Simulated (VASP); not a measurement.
# Al2Pt (Fm-3m) in VASP: single point with PBEsol

Aim: the single point of Al2Pt with PBEsol.

All numbers are computed with VASP 6.6.1; they aren't measurements. Logs are shortened: lines on timing, memory, paths and dates and some standing lists are left out, and cuts for length are marked.

### Step 1. The cell of the first run

Symmetry: Fm-3m, No. 225, cubic system. The conventional cell has a = 5.910 Å, b = 5.910 Å, c = 5.910 Å, α = 90.00°, β = 90.00°, γ = 90.00°. Al (site symmetry -43m) has 4 Pt at 2.56 Å and 6 Al at 2.96 Å within 3.4 Å. Pt (site symmetry m-3m) has 8 Al at 2.56 Å within 3.4 Å.

### Step 2. Single point, PBEsol

File INCAR:

```
  PREC = Accurate
  ENCUT = 520
  EDIFF = 1E-6
  ISMEAR = 0
  SIGMA = 0.05
  LREAL = False
  LASPH = True
  NELM = 60
  ALGO = Normal
  ISIF = 2
  LWAVE = False
  LCHARG = True
  GGA = PS
  LELF = True
  LVHAR = True
  NBANDS = 15
```

File KPOINTS:

```
regular mesh
0
Gamma
  10 10 10
```

File POSCAR:

```
Al2Pt
1.0
    0.0000000000      2.9550006156      2.9550006156
    2.9550006156      0.0000000000      2.9550006156
    2.9550006156      2.9550006156      0.0000000000
Al Pt
2 1
Direct
    0.2500000000      0.2500000000      0.2500000000
    0.7500000000      0.7500000000      0.7500000000
    0.0000000000      0.0000000000      0.0000000000
```

Potentials or basis: VASP PAW PBE potentials, release 64 (Al, Pt).

Run with:

```sh
cat potpaw_PBE.64/Al/POTCAR potpaw_PBE.64/Pt/POTCAR > POTCAR
mpirun -np 1 vasp_std > vasp.out
```

OUTCAR:

```text
PREC = Accurate
   ENCUT = 520
   EDIFF = 1E-6
   ISMEAR = 0
   LREAL = False
   LASPH = True
   NELM = 60
   ISIF = 2
   GGA = PS

 ion  position               nearest neighbor table
   1  0.250  0.250  0.250-   3 2.56   3 2.56   3 2.56   3 2.56   2 2.96   2 2.96   2 2.96   2 2.96
                             2 2.96   2 2.96
   2  0.750  0.750  0.750-   3 2.56   3 2.56   3 2.56   3 2.56   1 2.96   1 2.96   1 2.96   1 2.96
                             1 2.96   1 2.96
   3  0.000  0.000  0.000-   2 2.56   2 2.56   2 2.56   1 2.56   2 2.56   1 2.56   1 2.56   1 2.56

  LATTYP: Found a face centered cubic cell.
 ALAT       =     5.9100012312

  Lattice vectors:

 A1 = (   0.0000000000,   2.9550006156,   2.9550006156)
 A2 = (   2.9550006156,   0.0000000000,   2.9550006156)
 A3 = (   2.9550006156,   2.9550006156,   0.0000000000)

Analysis of symmetry for initial positions (statically):
=====================================================================
 Subroutine PRICEL returns:
 Original cell was already a primitive cell.

 Routine SETGRP: Setting up the symmetry group for a
 face centered cubic supercell.

 Subroutine GETGRP returns: Found 48 space group operations
 (whereof 48 operations were pure point group operations)
 out of a pool of 48 trial point group operations.

The static configuration has the point symmetry O_h .

Analysis of symmetry for dynamics (positions and initial velocities):
=====================================================================
 Subroutine PRICEL returns:
 Original cell was already a primitive cell.

 Routine SETGRP: Setting up the symmetry group for a
 face centered cubic supercell.

 Subroutine GETGRP returns: Found 48 space group operations
 (whereof 48 operations were pure point group operations)
 out of a pool of 48 trial point group operations.

The dynamic configuration has the point symmetry O_h .

 Subroutine INISYM returns: Found 48 space group operations
 (whereof 48 operations are pure point group operations),
 and found     1 'primitive' translations

----------------------------------------------------------------------------------------

                                     Primitive cell

  volume of cell :      51.6063

  direct lattice vectors                    reciprocal lattice vectors
     0.000000000  2.955000616  2.955000616    -0.169204702  0.169204702  0.169204702
     2.955000616  0.000000000  2.955000616     0.169204702 -0.169204702  0.169204702
     2.955000616  2.955000616  0.000000000     0.169204702  0.169204702 -0.169204702

  length of vectors
     4.179001947  4.179001947  4.179001947     0.293071142  0.293071142  0.293071142
[... 92 lines left out ...]
   TEBEG  =    0.0;   TEEND  =   0.0 temperature during run
   PSTRESS=    0.0 pullay stress
   NELECT =      16.0000    total number of electrons
   NUPDOWN=      -1.0000    fix difference up-down
   EMIN   =  10.00;   EMAX   =-10.00  energy-range for DOS
   EFERMI =   0.00;   METHOD = LEGACY
   ISMEAR =     0;   SIGMA  =   0.05  broadening in eV -4-tet -1-fermi 0-gaus
   EFERMI_NEDOS =   21; number of points for ismear=-14 and -15
   IALGO  =     38    algorithm
   IMIX   =      4    mixing-type and parameters
     AMIX     =   0.40;   BMIX     =  1.00
     AMIX_MAG =   1.60;   BMIX_MAG =  1.00
  volume/ion in A,a.u.               =      17.20       116.09
  Fermi-wavevector in a.u.,A,eV,Ry     =   1.108019  2.093853 16.703959  1.227706
  Thomas-Fermi vector in A             =   2.244541
   LORBIT       =      0    0 simple, 1 ext, 2 COOP (PROOUT), +10 PAW based schemes
   GGA     = PS    functional components
   LHFCALC =     F    Hartree Fock is set to
   AEXX    =    0.0000 exact exchange contribution
   IVDW    =     0    specifies the selected vdW correction
   LEPSILON=     F    determine dielectric tensor
   LRPA    =     F    only Hartree local field effects (RPA)
 non-spin polarized calculation
 Gauss-broadening in eV      SIGMA  =   0.05
  energy-cutoff  :      520.00
  volume of cell :       51.61
 maximum number of plane-waves:      1411
   NGX = 15   NGY = 15   NGZ = 15

 number of electron      16.0000000 magnetization

 Free energy of the ion-electron system (eV)
  ---------------------------------------------------
  ext. energy  EPLUGINS =         0.00000000
  ---------------------------------------------------
  free energy    TOTEN  =       -17.77096782 eV

  energy without entropy =      -17.76919238  energy(sigma->0) =      -17.77008010

 E-fermi :   7.7494     XC(G=0): -10.8124

 val. band max:        7.7366231935   @ k =   0.5000   0.3000   0.1000
 cond. band min:       7.8665030425   @ k =   0.2000   0.0000   0.0000
 fundamental gap:      0.1298798491
 Fermi energy:         7.7493997980

 k-point     1 :       0.0000    0.0000    0.0000
  band No.  band energies     occupation
      1      -2.4461      2.00000
      2       2.7344      2.00000
      3       2.7344      2.00000
      4       2.7344      2.00000
      5       4.0918      2.00000
      6       4.0918      2.00000
      7      10.7786      0.00000
      8      11.5838      0.00000
      9      11.5838      0.00000
     10      11.5838      0.00000
     11      13.2168      0.00000
     12      13.2168      0.00000
     13      13.2168      0.00000
     14      14.1180      0.00000
[... 401 lines left out ...]
      2       1.8879      2.00000
      3       3.0555      2.00000
      4       3.5224      2.00000
      5       3.7043      2.00000
      6       4.4621      2.00000
      7       5.4294      2.00000
      8       7.1440      2.00000
      9       7.1997      2.00000
     10      11.0383      0.00000
     11      11.6140      0.00000
     12      15.3417      0.00000
     13      16.0949      0.00000
     14      16.8120      0.00000
     15      17.4661      0.00000

 [... further k-points ...]
[... 5 lines left out ...]
  --------------------------------------------------------------------------------------
  -------------------------------------------------------------------------------------
  Total       -0.3133236     -0.3133236     -0.3133236     -0.0000000     -0.0000000      0.0000000
  in kB       -9.7274951     -9.7274951     -9.7274951     -0.0000000     -0.0000000      0.0000000
  external PRESSURE =      -9.7274951 kB  Pullay stress =       0.0000000 kB

 VOLUME and BASIS-vectors are now :
 -----------------------------------------------------------------------------
  energy-cutoff  :      520.00
  volume of cell :       51.61
      direct lattice vectors                 reciprocal lattice vectors
     0.000000000  2.955000616  2.955000616    -0.169204702  0.169204702  0.169204702
     2.955000616  0.000000000  2.955000616     0.169204702 -0.169204702  0.169204702
     2.955000616  2.955000616  0.000000000     0.169204702  0.169204702 -0.169204702

 POSITION                                       TOTAL-FORCE (eV/Angst)
 -----------------------------------------------------------------------------------
      1.47750      1.47750      1.47750        -0.000000     -0.000000     -0.000000
      4.43250      4.43250      4.43250         0.000000      0.000000      0.000000
      0.00000      0.00000      0.00000        -0.000000     -0.000000     -0.000000
 -----------------------------------------------------------------------------------
    total drift:                                0.000000     -0.000000      0.000000

  FREE ENERGIE OF THE ION-ELECTRON SYSTEM (eV)
  ---------------------------------------------------
  free  energy   TOTEN  =       -17.7709678242 eV

  energy  without entropy=      -17.7691923781  energy(sigma->0) =      -17.77008010
```

OSZICAR:

```text
N       E                     dE             d eps       ncg     rms          rms(c)
DAV:   1     0.474930748097E+02    0.47493E+02   -0.66902E+03  1442   0.915E+02
DAV:   2    -0.168887410639E+02   -0.64382E+02   -0.56429E+02  1718   0.165E+02
DAV:   3    -0.184048675969E+02   -0.15161E+01   -0.15079E+01  1788   0.243E+01
DAV:   4    -0.184171751554E+02   -0.12308E-01   -0.12306E-01  1746   0.258E+00
DAV:   5    -0.184173931719E+02   -0.21802E-03   -0.21801E-03  1810   0.354E-01    0.887E+00
DAV:   6    -0.179030555034E+02    0.51434E+00   -0.20735E+00  1683   0.129E+01    0.222E+00
DAV:   7    -0.178089017370E+02    0.94154E-01   -0.15943E-01  1669   0.379E+00    0.166E+00
DAV:   8    -0.177711742631E+02    0.37727E-01   -0.32465E-02  1719   0.141E+00    0.263E-01
DAV:   9    -0.177709258192E+02    0.24844E-03   -0.16054E-03  1803   0.335E-01    0.165E-01
DAV:  10    -0.177709718239E+02   -0.46005E-04   -0.18172E-04  1718   0.104E-01    0.185E-02
DAV:  11    -0.177709677868E+02    0.40371E-05   -0.12924E-05  1760   0.342E-02    0.806E-03
DAV:  12    -0.177709678242E+02   -0.37418E-07   -0.12948E-06  1320   0.740E-03
   1 F= -.17770968E+02 E0= -.17770080E+02  d E =-.177545E-02
```

Wall time 23 s (1 thread of Intel Xeon Platinum 8259CL at 2.50GHz (Skylake/Cascade Lake), shared host); peak memory 0.19 GiB.

Results:

```yaml
Free_energy: -17.7710 eV
Pressure: -1.0 GPa
Band_gap_on_the_k_mesh: zero (band 8 reaches 11.58 eV, above the bottom of band 9 at 6.18 eV)
```

Levels at points of the mesh, in eV from the Fermi level:
```csv
k point,band 5,band 6,band 7,band 8,band 9,band 10,band 11,band 12
"(0.00, 0.00, 0.00)",-3.66,-3.66,3.03,3.83,3.83,3.83,5.47,5.47
"(0.50, 0.00, 0.00)",-3.68,-3.44,-3.44,1.06,1.06,3.78,5.20,5.20
"(0.50, 0.50, 0.00)",-3.75,-3.39,-3.16,-1.56,-1.56,3.21,3.36,8.12
```

Caveat: the PAW data sets were made with another functional, which shifts forces and pressure a little; spin-orbit coupling is left out, which moves the levels of the heavy elements.
